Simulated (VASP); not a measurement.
# AgCl (I4/mmm) in VASP: further runs

Runs on AgCl. Level: PBE. Tasks: single point.

Everything below comes from runs of VASP 6.6.1. Logs are shortened: lines on timing, memory, paths and dates and some standing lists are left out, and cuts for length are marked.

## 1. The cell of the first run

The structure is tetragonal, space group I4/mmm (No. 139). The conventional cell has a = 3.922 Å, b = 3.922 Å, c = 5.768 Å, α = 90.00°, β = 90.00°, γ = 90.00°. Within 3.7 Å of Ag (site symmetry 4/mmm) lie 6 Cl at 2.77 to 2.88 Å. Within 3.7 Å of Cl (site symmetry 4/mmm) lie 6 Ag at 2.77 to 2.88 Å.

## 2. Single point, PBE (strain +0.000 along x and y, +0.040 along z)

INCAR reads:

```
SYSTEM = AgCl
PREC     = Accurate       ! precision mode
ENCUT    = 520            ! plane-wave cutoff, eV
EDIFF    = 1E-6           ! SCF threshold, eV
ISMEAR   = 0              ! smearing method
SIGMA    = 0.05           ! smearing width, eV
LREAL    = .False.        ! projectors in reciprocal space
LASPH    = .True.         ! aspherical terms in the spheres
NELM     = 80             ! most SCF steps
ALGO     = Normal         ! electronic algorithm
ISIF     = 2              ! what is computed and relaxed
LWAVE    = .False.        ! write WAVECAR
LCHARG   = .False.        ! write CHGCAR
GGA      = PE             ! functional
NBANDS   = 16             ! bands
```

KPOINTS reads:

```
regular mesh
0
Gamma
  8 8 8
  0 0 0
```

POSCAR reads:

```
AgCl
1.0
    0.0000000000      2.7731500000      2.8840760000
    2.7731500000      0.0000000000      2.8840760000
    2.7731500000      2.7731500000      0.0000000000
Ag Cl
1 1
Direct
    0.5000000000      0.5000000000      0.5000000000
    0.0000000000      0.0000000000      0.0000000000
```

Potentials or basis: VASP PAW PBE potentials, release 64 (Ag, Cl).

The run is started by

```bash
cat potpaw_PBE.64/Ag/POTCAR potpaw_PBE.64/Cl/POTCAR > POTCAR
mpirun -np 1 vasp_std > vasp.out
```

OUTCAR:

```text
SYSTEM = AgCl
   PREC = Accurate
   ENCUT = 520
   EDIFF = 1E-6
   ISMEAR = 0
   LREAL = .False.
   LASPH = .True.
   NELM = 80
   ISIF = 2
   GGA = PE

 ion  position               nearest neighbor table
   1  0.500  0.500  0.500-   2 2.77   2 2.77   2 2.77   2 2.77   2 2.88   2 2.88
   2  0.000  0.000  0.000-   1 2.77   1 2.77   1 2.77   1 2.77   1 2.88   1 2.88

  LATTYP: Found a body centered tetragonal cell.
 ALAT       =     3.9218263405
 C/A-ratio  =     1.4707821049

  Lattice vectors:

 A1 = (  -2.7731500000,   0.0000000000,   2.8840760000)
 A2 = (   2.7731500000,   0.0000000000,   2.8840760000)
 A3 = (   0.0000000000,   2.7731500000,  -2.8840760000)

Analysis of symmetry for initial positions (statically):
=====================================================================
 Subroutine PRICEL returns:
 Original cell was already a primitive cell.

 Routine SETGRP: Setting up the symmetry group for a
 body centered tetragonal supercell.

 Subroutine GETGRP returns: Found 16 space group operations
 (whereof 16 operations were pure point group operations)
 out of a pool of 16 trial point group operations.

The static configuration has the point symmetry D_4h.

Analysis of symmetry for dynamics (positions and initial velocities):
=====================================================================
 Subroutine PRICEL returns:
 Original cell was already a primitive cell.

 Routine SETGRP: Setting up the symmetry group for a
 body centered tetragonal supercell.

 Subroutine GETGRP returns: Found 16 space group operations
 (whereof 16 operations were pure point group operations)
 out of a pool of 16 trial point group operations.

The dynamic configuration has the point symmetry D_4h.

 Subroutine INISYM returns: Found 16 space group operations
 (whereof 16 operations are pure point group operations),
 and found     1 'primitive' translations

----------------------------------------------------------------------------------------

                                     Primitive cell

  volume of cell :      44.3592

  direct lattice vectors                    reciprocal lattice vectors
     0.000000000  2.773150000  2.884076000    -0.180300380  0.180300380  0.173365750
     2.773150000  0.000000000  2.884076000     0.180300380 -0.180300380  0.173365750
     2.773150000  2.773150000  0.000000000     0.180300380  0.180300380 -0.173365750

  length of vectors
     4.001031779  4.001031779  3.921826340     0.308337701  0.308337701  0.308337701

  position of ions in fractional coordinates (direct lattice)
     0.500000000  0.500000000  0.500000000
     0.000000000  0.000000000  0.000000000

  ion indices of the primitive-cell ions
   primitive index   ion index
                 1           1
                 2           2

----------------------------------------------------------------------------------------

 KPOINTS: regular mesh

Automatic generation of k-mesh.
 Grid dimensions read from file:
 generate k-points for:    8    8    8

 Generating k-lattice:

  Cartesian coordinates                     Fractional coordinates (reciprocal lattice)
    -0.022537548  0.022537548  0.021670719     0.125000000 -0.000000000  0.000000000
     0.022537548 -0.022537548  0.021670719    -0.000000000  0.125000000  0.000000000
     0.022537548  0.022537548 -0.021670719     0.000000000  0.000000000  0.125000000

  Length of vectors
     0.038542213  0.038542213  0.038542213

  Shift w.r.t. Gamma in fractional coordinates (k-lattice)
     0.000000000  0.000000000  0.000000000

 Subroutine IBZKPT returns following result:
 ===========================================

 Found     59 irreducible k-points:

 Following reciprocal coordinates:
            Coordinates               Weight
  0.000000  0.000000  0.000000      1.000000
  0.125000 -0.000000  0.000000      8.000000
  0.250000 -0.000000  0.000000      8.000000
  0.375000  0.000000  0.000000      8.000000
  0.500000 -0.000000  0.000000      4.000000
  0.125000  0.125000  0.000000      2.000000
[... 16 lines left out ...]
  0.250000  0.000000  0.125000     16.000000
  0.375000  0.000000  0.125000     16.000000
 [... further k-points ...]
   k-points           NKPTS =     59   k-points in BZ     NKDIM =     59   number of bands    NBANDS=     16
   number of dos      NEDOS =    301   number of ions     NIONS =      2
   total plane-waves  NPLWV =  27000
   dimension x,y,z NGX =    30 NGY =   30 NGZ =   30
   dimension x,y,z NGXF=    60 NGYF=   60 NGZF=   60
   ions per type =               1   1
   NGX,Y,Z   is equivalent  to a cutoff of  12.47, 12.47, 12.72 a.u.
   NGXF,Y,Z  is equivalent  to a cutoff of  24.93, 24.93, 25.43 a.u.
 SYSTEM =  AgCl
   PREC   = accura    normal or accurate (medium, high low for compatibility)
   ISTART =      0    job   : 0-new  1-cont  2-samecut
   ICHARG =      2    charge: 1-file 2-atom 10-const
   ISPIN  =      1    spin polarized calculation?
   LNONCOLLINEAR =      F non collinear calculations
   LSORBIT =      F    spin-orbit coupling
   LASPH  =      T    aspherical Exc in radial PAW
   ENCUT  =  520.0 eV  38.22 Ry    6.18 a.u.   7.44  7.44  7.29*2*pi/ulx,y,z
   NELM   =     80;   NELMIN=  2; NELMDL= -5     # of ELM steps
   EDIFF  = 0.1E-05   stopping-criterion for ELM
   LREAL  =      F    real-space projection
   EDIFFG = 0.1E-04   stopping-criterion for IOM
   NSW    =      0    number of steps for IOM
   IBRION =     -1    ionic relax: 0-MD 1-quasi-New 2-CG
   NFREE  =      0    steps in history (QN), initial steepest desc. (CG)
   ISIF   =      2    stress and relaxation
   ISYM   =      2    0-nonsym 1-usesym 2-fastsym
   POTIM  = 0.5000    time-step for ionic-motion
   TEBEG  =    0.0;   TEEND  =   0.0 temperature during run
   PSTRESS=    0.0 pullay stress
   NELECT =      18.0000    total number of electrons
   NUPDOWN=      -1.0000    fix difference up-down
   EMIN   =  10.00;   EMAX   =-10.00  energy-range for DOS
   EFERMI =   0.00;   METHOD = LEGACY
   ISMEAR =     0;   SIGMA  =   0.05  broadening in eV -4-tet -1-fermi 0-gaus
   EFERMI_NEDOS =   21; number of points for ismear=-14 and -15
   IALGO  =     38    algorithm
   IMIX   =      4    mixing-type and parameters
     AMIX     =   0.40;   BMIX     =  1.00
     AMIX_MAG =   1.60;   BMIX_MAG =  1.00
  volume/ion in A,a.u.               =      22.18       149.68
  Fermi-wavevector in a.u.,A,eV,Ry     =   1.212005  2.290358 19.986372  1.468957
  Thomas-Fermi vector in A             =   2.347503
   LORBIT       =      0    0 simple, 1 ext, 2 COOP (PROOUT), +10 PAW based schemes
   GGA     = PE    functional components
   LHFCALC =     F    Hartree Fock is set to
   AEXX    =    0.0000 exact exchange contribution
   IVDW    =     0    specifies the selected vdW correction
   LEPSILON=     F    determine dielectric tensor
   LRPA    =     F    only Hartree local field effects (RPA)
 non-spin polarized calculation
 Gauss-broadening in eV      SIGMA  =   0.05
  energy-cutoff  :      520.00
  volume of cell :       44.36
 maximum number of plane-waves:      1211
 NGX is ok and might be reduce to    30
   NGX = 15   NGY = 15   NGZ = 15

 number of electron      17.9999996 magnetization

 Free energy of the ion-electron system (eV)
  ---------------------------------------------------
  ext. energy  EPLUGINS =         0.00000000
  ---------------------------------------------------
  free energy    TOTEN  =        -5.39911286 eV

  energy without entropy =       -5.39911286  energy(sigma->0) =       -5.39911286

 E-fermi :   3.6958     XC(G=0):  -9.7584

 val. band max:        3.4511599210   @ k =   0.5000  -0.0000   0.0000
 cond. band min:       4.2627772886   @ k =   0.0000   0.0000   0.0000
 fundamental gap:      0.8116173676
 Fermi energy:         3.6957817219

 k-point     1 :       0.0000    0.0000    0.0000
  band No.  band energies     occupation
      1     -11.5679      2.00000
      2       0.9803      2.00000
      3       1.0656      2.00000
      4       1.0656      2.00000
      5       1.0720      2.00000
      6       1.0778      2.00000
[... 8 lines left out ...]
     15      15.8597      0.00000
     16      16.6870      0.00000

 k-point     2 :       0.1250   -0.0000    0.0000
  band No.  band energies     occupation
      1     -11.5139      2.00000
      2       0.3477      2.00000
      3       0.3873      2.00000
      4       0.4897      2.00000
      5       1.0674      2.00000
      6       1.1077      2.00000
[... 8 lines left out ...]
     15      15.4412      0.00000
     16      16.0469      0.00000

 k-point     3 :       0.2500   -0.0000    0.0000
  band No.  band energies     occupation
      1     -11.3788      2.00000
      2      -0.6112      2.00000
      3      -0.1696      2.00000
      4      -0.0551      2.00000
      5       1.1929      2.00000
      6       1.2106      2.00000
[... 8 lines left out ...]
     15      15.5920      0.00000
     16      15.9286      0.00000

 k-point     4 :       0.3750    0.0000    0.0000
  band No.  band energies     occupation
      1     -11.2359      2.00000
      2      -1.3419      2.00000
      3      -0.5232      2.00000
      4      -0.3979      2.00000
      5       1.3166      2.00000
      6       1.3240      2.00000
[... 8 lines left out ...]
     15      16.3998      0.00000
     16      16.6046      0.00000

 k-point     5 :       0.5000   -0.0000    0.0000
  band No.  band energies     occupation
      1     -11.1742      2.00000
      2      -1.6098      2.00000
      3      -0.6442      2.00000
      4      -0.5155      2.00000
      5       1.3615      2.00000
      6       1.3800      2.00000
[... 8 lines left out ...]
     15      16.9480      0.00000
     16      17.1800      0.00000

 k-point     6 :       0.1250    0.1250    0.0000
  band No.  band energies     occupation
      1     -11.5057      2.00000
      2       0.0452      2.00000
      3       0.7523      2.00000
      4       0.7523      2.00000
      5       0.9413      2.00000
      6       1.0930      2.00000
[... 8 lines left out ...]
     15      17.2443      0.00000
     16      17.5271      0.00000

 k-point     7 :       0.2500    0.1250    0.0000
  band No.  band energies     occupation
      1     -11.4074      2.00000
      2      -0.4713      2.00000
      3       0.1820      2.00000
      4       0.2448      2.00000
      5       1.0349      2.00000
      6       1.2245      2.00000
[... 8 lines left out ...]
     15      16.7898      0.00000
     16      17.1745      0.00000

 k-point     8 :       0.3750    0.1250    0.0000
  band No.  band energies     occupation
      1     -11.2708      2.00000
      2      -1.0174      2.00000
      3      -0.3576      2.00000
      4      -0.2546      2.00000
      5       1.1834      2.00000
      6       1.3364      2.00000
[... 8 lines left out ...]
     15      17.0451      0.00000
     16      17.0526      0.00000

 k-point     9 :       0.5000    0.1250    0.0000
  band No.  band energies     occupation
      1     -11.1761      2.00000
      2      -1.4254      2.00000
      3      -0.5523      2.00000
      4      -0.5169      2.00000
      5       1.3232      2.00000
      6       1.3762      2.00000
[... 8 lines left out ...]
     15      17.1178      0.00000
     16      17.7313      0.00000
[... 172 lines left out ...]
 k-point    19 :       0.5000    0.3750    0.0000
  band No.  band energies     occupation
      1     -11.1832      2.00000
      2      -0.7083      2.00000
      3       0.0007      2.00000
      4       0.1481      2.00000
      5       0.9529      2.00000
      6       1.4430      2.00000
[... 8 lines left out ...]
     15      18.1868      0.00000
     16      18.6487      0.00000

 k-point    20 :      -0.3750    0.3750    0.0000
  band No.  band energies     occupation
      1     -11.1482      2.00000
      2      -0.6884      2.00000
      3      -0.5451      2.00000
      4      -0.2757      2.00000
      5       1.1539      2.00000
      6       1.4292      2.00000
[... 8 lines left out ...]
     15      17.1223      0.00000
     16      19.0532      0.00000

 k-point    21 :       0.5000    0.5000    0.0000
  band No.  band energies     occupation
      1     -11.1842      2.00000
      2      -0.6759      2.00000
      3       0.5128      2.00000
      4       0.5128      2.00000
      5       0.7176      2.00000
      6       1.2166      2.00000
[... 8 lines left out ...]
     15      18.4933      0.00000
     16      18.4934      0.00000

 k-point    22 :       0.1250    0.0000    0.1250
  band No.  band energies     occupation
      1     -11.4941      2.00000
      2      -0.1546      2.00000
      3       0.6208      2.00000
      4       0.7336      2.00000
      5       1.0203      2.00000
      6       1.1036      2.00000
[... 8 lines left out ...]
     15      16.9635      0.00000
     16      17.2328      0.00000

 k-point    23 :       0.2500    0.0000    0.1250
  band No.  band energies     occupation
      1     -11.3886      2.00000
      2      -0.7043      2.00000
      3       0.1319      2.00000
      4       0.2807      2.00000
      5       1.0688      2.00000
      6       1.2170      2.00000
[... 8 lines left out ...]
     15      16.6316      0.00000
     16      17.3053      0.00000

 k-point    24 :       0.3750    0.0000    0.1250
  band No.  band energies     occupation
      1     -11.2538      2.00000
      2      -1.1764      2.00000
      3      -0.4025      2.00000
      4      -0.1785      2.00000
      5       1.1923      2.00000
      6       1.3448      2.00000
[... 8 lines left out ...]
     15      17.0566      0.00000
     16      17.3413      0.00000

 [... further k-points ...]
[... 5 lines left out ...]
  --------------------------------------------------------------------------------------
  -------------------------------------------------------------------------------------
  Total        0.0027395      0.0027395     -0.1533702      0.0000000      0.0000000      0.0000000
  in kB        0.0989446      0.0989446     -5.5394678      0.0000000      0.0000000      0.0000000
  external PRESSURE =      -1.7805262 kB  Pullay stress =       0.0000000 kB

 VOLUME and BASIS-vectors are now :
 -----------------------------------------------------------------------------
  energy-cutoff  :      520.00
  volume of cell :       44.36
      direct lattice vectors                 reciprocal lattice vectors
     0.000000000  2.773150000  2.884076000    -0.180300380  0.180300380  0.173365750
     2.773150000  0.000000000  2.884076000     0.180300380 -0.180300380  0.173365750
     2.773150000  2.773150000  0.000000000     0.180300380  0.180300380 -0.173365750

 POSITION                                       TOTAL-FORCE (eV/Angst)
 -----------------------------------------------------------------------------------
      2.77315      2.77315      2.88408        -0.000000      0.000000     -0.000000
      0.00000      0.00000      0.00000         0.000000      0.000000      0.000000
 -----------------------------------------------------------------------------------
    total drift:                                0.000000      0.000000      0.000000

  FREE ENERGIE OF THE ION-ELECTRON SYSTEM (eV)
  ---------------------------------------------------
  free  energy   TOTEN  =        -5.3991128578 eV

  energy  without entropy=       -5.3991128578  energy(sigma->0) =       -5.39911286
```

It took 61 s on 1 thread of Intel Xeon 8259CL, shared host; peak memory 0.19 GiB.

Results:

```yaml
Free_energy: -5.3991 eV
Pressure: -0.2 GPa
Band_gap_on_the_k_mesh: 0.81 eV (least direct gap 3.02 eV)
```

Levels at points of the mesh, in eV from the valence-band top:
```csv
k point,band 6,band 7,band 8,band 9,band 10,band 11,band 12,band 13
"(0.00, 0.00, 0.00)",-2.37,-2.33,-2.33,-2.21,0.81,10.68,10.80,10.80
"(0.50, 0.00, 0.00)",-2.07,-1.78,-0.24,0.00,4.22,6.22,7.45,7.81
"(0.50, 0.50, 0.00)",-2.23,-1.97,-1.97,-1.92,2.35,8.12,8.13,11.40
"(0.50, 0.00, 0.50)",-2.19,-1.99,-1.96,-1.90,2.32,7.89,8.52,10.81
```

Caveat: the cell differs from its parent crystal (strain +0.000 along x and y, +0.040 along z). A k mesh can miss the band edges.

[end of part 1 of 2]
